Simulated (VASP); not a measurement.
# TiO2 (Fddd) in VASP: single point with PBE

Aim: the single point of TiO2 with PBE.

Program: VASP 6.6.1. These are calculated values, not measurements. Logs are shortened: lines on timing, memory, paths and dates and some standing lists are left out, and cuts for length are marked.

## (1) The cell of the first run

It takes space group Fddd (No. 70, orthorhombic). The conventional cell has a = 5.210 Å, b = 5.475 Å, c = 9.583 Å, α = 90.00°, β = 90.00°, γ = 90.00°. Within 2.6 Å of Ti (site symmetry 222) lie 6 O at 1.93 to 1.99 Å. Within 2.6 Å of O (site symmetry 2) lie 3 Ti at 1.93 to 1.99 Å and 2 O at 2.46 Å.

## (2) Single point, PBE (shear xy strain -5.0%)

INCAR reads:

```
SYSTEM = TiO2
  ALGO = Normal
  EDIFF = 1E-6
  ENCUT = 520
  GGA = PE
  ISIF = 2
  ISMEAR = -1
  LASPH = .TRUE.
  LCHARG = .FALSE.
  LREAL = .FALSE.
  LWAVE = .FALSE.
  NBANDS = 33
  NELM = 80
  PREC = Accurate
  SIGMA = 0.02
```

KPOINTS reads:

```
k-points
0
G
  10 10 10
  0 0 0
```

POSCAR reads:

```
TiO2
1.0
   -1.9356495969      1.9356495969      4.7917223664
    1.9356495969     -1.9356495969      4.7917223664
    1.8421490797      1.8421490797     -4.7917223664
Ti O
2 4
Direct
    0.0000000000      0.0000000000      0.0000000000
    0.7500000000      0.2500000000      0.5000000000
    0.2071600989      0.2071600989      0.0000000000
    0.9571600989      0.4571600989      0.5000000000
    0.5428399011      0.0428399011      0.5000000000
    0.7928399011      0.7928399011      0.0000000000
```

Potentials or basis: VASP PAW PBE potentials, release 64 (Ti_sv, O).

Command:

```
$ cat potpaw_PBE.64/Ti_sv/POTCAR potpaw_PBE.64/O/POTCAR > POTCAR
$ mpirun -np 1 vasp_std > vasp.out
```

OUTCAR:

```text
SYSTEM = TiO2
   EDIFF = 1E-6
   ENCUT = 520
   GGA = PE
   ISIF = 2
   ISMEAR = -1
   LASPH = .TRUE.
   LREAL = .FALSE.
   NELM = 80
   PREC = Accurate

 ion  position               nearest neighbor table
   1  0.000  0.000  0.000-   5 1.93   4 1.93   5 1.93   4 1.93   3 1.99   6 1.99
   2  0.750  0.250  0.500-   6 1.93   3 1.93   6 1.93   3 1.93   4 1.99   5 1.99
   3  0.207  0.207  0.000-   2 1.93   2 1.93   1 1.99
   4  0.957  0.457  0.500-   1 1.93   1 1.93   2 1.99
   5  0.543  0.043  0.500-   1 1.93   1 1.93   2 1.99
   6  0.793  0.793  0.000-   2 1.93   2 1.93   1 1.99

  LATTYP: Found a face centered orthorhombic cell.
 ALAT       =     5.2103844248
 B/A-ratio  =     1.0507562163
 C/A-ratio  =     1.8392970559

  Lattice vectors:

 A1 = (  -1.9356495969,   1.9356495969,   4.7917223664)
 A2 = (   1.8421490797,   1.8421490797,   4.7917223664)
 A3 = (  -0.0935005172,   3.7777986766,   0.0000000000)

Analysis of symmetry for initial positions (statically):
=====================================================================
 Subroutine PRICEL returns:
 Original cell was already a primitive cell.

 Routine SETGRP: Setting up the symmetry group for a
 face centered orthorhombic supercell.

 Subroutine GETGRP returns: Found  8 space group operations
 (whereof  4 operations were pure point group operations)
 out of a pool of  8 trial point group operations.

The static configuration has the point symmetry D_2 .
 The point group associated with its full space group is D_2h.

Analysis of symmetry for dynamics (positions and initial velocities):
=====================================================================
 Subroutine PRICEL returns:
 Original cell was already a primitive cell.

 Routine SETGRP: Setting up the symmetry group for a
 face centered orthorhombic supercell.

 Subroutine GETGRP returns: Found  8 space group operations
 (whereof  4 operations were pure point group operations)
 out of a pool of  8 trial point group operations.

The dynamic configuration has the point symmetry D_2 .
 The point group associated with its full space group is D_2h.

 Subroutine INISYM returns: Found  8 space group operations
 (whereof  4 operations are pure point group operations),
 and found     1 'primitive' translations

----------------------------------------------------------------------------------------

                                     Primitive cell
[... 100 lines left out ...]
   LREAL  =      F    real-space projection
   EDIFFG = 0.1E-04   stopping-criterion for IOM
   NSW    =      0    number of steps for IOM
   IBRION =     -1    ionic relax: 0-MD 1-quasi-New 2-CG
   NFREE  =      0    steps in history (QN), initial steepest desc. (CG)
   ISIF   =      2    stress and relaxation
   ISYM   =      2    0-nonsym 1-usesym 2-fastsym
   POTIM  = 0.5000    time-step for ionic-motion
   TEBEG  =    0.0;   TEEND  =   0.0 temperature during run
   PSTRESS=    0.0 pullay stress
   NELECT =      48.0000    total number of electrons
   NUPDOWN=      -1.0000    fix difference up-down
   EMIN   =  10.00;   EMAX   =-10.00  energy-range for DOS
   EFERMI =   0.00;   METHOD = LEGACY
   ISMEAR =    -1;   SIGMA  =   0.02  broadening in eV -4-tet -1-fermi 0-gaus
   EFERMI_NEDOS =   21; number of points for ismear=-14 and -15
   IALGO  =     38    algorithm
   IMIX   =      4    mixing-type and parameters
     AMIX     =   0.40;   BMIX     =  1.00
     AMIX_MAG =   1.60;   BMIX_MAG =  1.00
  volume/ion in A,a.u.               =      11.39        76.87
  Fermi-wavevector in a.u.,A,eV,Ry     =   1.455194  2.749918 28.811551  2.117589
  Thomas-Fermi vector in A             =   2.572257
   LORBIT       =      0    0 simple, 1 ext, 2 COOP (PROOUT), +10 PAW based schemes
   GGA     = PE    functional components
   LHFCALC =     F    Hartree Fock is set to
   AEXX    =    0.0000 exact exchange contribution
   IVDW    =     0    specifies the selected vdW correction
   LEPSILON=     F    determine dielectric tensor
   LRPA    =     F    only Hartree local field effects (RPA)
 non-spin polarized calculation
  energy-cutoff  :      520.00
  volume of cell :       68.34
 maximum number of plane-waves:      1862
 NGX is ok and might be reduce to    42
   NGX = 21   NGY = 21   NGZ = 21

 number of electron      47.9999996 magnetization

 Free energy of the ion-electron system (eV)
  ---------------------------------------------------
  ext. energy  EPLUGINS =         0.00000000
  ---------------------------------------------------
  free energy    TOTEN  =       -53.80163147 eV

  energy without entropy =      -53.80163147  energy(sigma->0) =      -53.80163147

 E-fermi :   3.7752     XC(G=0): -10.7178

 val. band max:        3.4066591440   @ k =  -0.4000   0.4000   0.0000
 cond. band min:       5.5015897050   @ k =   0.0000   0.0000   0.0000
 fundamental gap:      2.0949305610
 Fermi energy:         3.7752369613

 k-point     1 :       0.0000    0.0000    0.0000
  band No.  band energies     occupation
      1     -53.0170      2.00000
      2     -52.9589      2.00000
      3     -29.4775      2.00000
      4     -29.2430      2.00000
      5     -29.2384      2.00000
      6     -29.1799      2.00000
[... 853 lines left out ...]
     32       9.8606      0.00000
     33      10.7395      0.00000

 [... further k-points ...]

------------------------ aborting loop because EDIFF is reached ----------------------------------------

  FORCE on cell =-STRESS in cart. coord.  units (eV):
  Direction    XX          YY          ZZ          XY          YZ          ZX
  --------------------------------------------------------------------------------------
  -------------------------------------------------------------------------------------
  Total        2.2317352      2.2317352      2.4857250      1.2324270      0.0000000      0.0000000
  in kB       52.3178734     52.3178734     58.2720791     28.8914033      0.0000000      0.0000000
  external PRESSURE =      54.3026086 kB  Pullay stress =       0.0000000 kB

 VOLUME and BASIS-vectors are now :
 -----------------------------------------------------------------------------
  energy-cutoff  :      520.00
  volume of cell :       68.34
      direct lattice vectors                 reciprocal lattice vectors
    -1.935649597  1.935649597  4.791722366     0.006555450  0.264866665  0.104346613
     1.935649597 -1.935649597  4.791722366     0.264866665  0.006555450  0.104346613
     1.842149080  1.842149080 -4.791722366     0.271422115  0.271422115  0.000000000

 POSITION                                       TOTAL-FORCE (eV/Angst)
 -----------------------------------------------------------------------------------
      0.00000      0.00000      0.00000         0.000000      0.000000      0.000000
     -0.04675      1.88890      2.39586         0.000000      0.000000      0.000000
      0.00000      0.00000      1.98531        -0.000000     -0.000000      0.108954
     -0.04675      1.88890      4.38117        -0.000000     -0.000000      0.108954
     -0.04675      1.88890      0.41055        -0.000000     -0.000000     -0.108954
      0.00000      0.00000      7.59814         0.000000      0.000000     -0.108954
 -----------------------------------------------------------------------------------
    total drift:                               -0.000000     -0.000000     -0.000000

  FREE ENERGIE OF THE ION-ELECTRON SYSTEM (eV)
  ---------------------------------------------------
  free  energy   TOTEN  =       -53.8016314733 eV

  energy  without entropy=      -53.8016314733  energy(sigma->0) =      -53.80163147
```

OSZICAR:

```text
N       E                     dE             d eps       ncg     rms          rms(c)
DAV:   1     0.662166532653E+03    0.66217E+03   -0.24245E+04 11286   0.169E+03
DAV:   2     0.292489081409E+02   -0.63292E+03   -0.58613E+03 12396   0.507E+02
DAV:   3    -0.660135995327E+02   -0.95263E+02   -0.93695E+02 15176   0.190E+02
DAV:   4    -0.708829243612E+02   -0.48693E+01   -0.48592E+01 17203   0.414E+01
DAV:   5    -0.710615297696E+02   -0.17861E+00   -0.17858E+00 14356   0.620E+00    0.322E+01
DAV:   6    -0.539286812633E+02    0.17133E+02   -0.78474E+01 15832   0.889E+01    0.110E+01
DAV:   7    -0.540196892627E+02   -0.91008E-01   -0.14835E+01 14790   0.325E+01    0.949E+00
DAV:   8    -0.538627282087E+02    0.15696E+00   -0.53150E-01 14685   0.632E+00    0.661E+00
DAV:   9    -0.538614293216E+02    0.12989E-02   -0.81748E-01 15859   0.102E+01    0.237E+00
DAV:  10    -0.538134989795E+02    0.47930E-01   -0.37967E-01 15536   0.614E+00    0.966E-01
DAV:  11    -0.538023964422E+02    0.11103E-01   -0.46476E-02 14540   0.147E+00    0.471E-01
DAV:  12    -0.538019912075E+02    0.40523E-03   -0.73371E-03 13417   0.101E+00    0.155E-01
DAV:  13    -0.538016367409E+02    0.35447E-03   -0.10499E-03 15302   0.357E-01    0.258E-02
DAV:  14    -0.538016285683E+02    0.81726E-05   -0.14691E-04 14823   0.119E-01    0.152E-02
DAV:  15    -0.538016312990E+02   -0.27307E-05   -0.28676E-05 14411   0.441E-02    0.654E-03
DAV:  16    -0.538016314733E+02   -0.17430E-06   -0.20046E-06 10695   0.101E-02
   1 F= -.53801631E+02 E0= -.53801631E+02  d E =-.299456E-10
```

stdout:

```text
POSCAR found type information on POSCAR TiO
 POSCAR found :  2 types and       6 ions
 scaLAPACK will be used
 LDA part: xc-table for (Slater+PW92), standard interpolation
 POSCAR, INCAR and KPOINTS ok, starting setup
 FFT: planning ... GRIDC
 FFT: planning ... GRID_SOFT
 FFT: planning ... GRID
 WAVECAR not read
 entering main loop
```

Run time: 19 min. Hardware: 1 thread of Intel Xeon 8259CL, shared host; peak memory 0.47 GiB.

What came out:

```
Free energy            : -53.8016 eV
Pressure               : 5.4 GPa
Largest force          : 0.109 eV/Å
Band gap on the k mesh : 2.09 eV (least direct gap 2.36 eV)
```

Forces in eV/Å, atoms in the order of the input:
```
Ti   0.000  0.000  0.000
Ti   0.000  0.000  0.000
O    0.000  0.000  0.109
O    0.000  0.000  0.109
O    0.000  0.000 -0.109
O    0.000  0.000 -0.109
```

Caveat: the cell differs from its parent crystal (shear xy strain -5.0%); the cell stands under pressure.
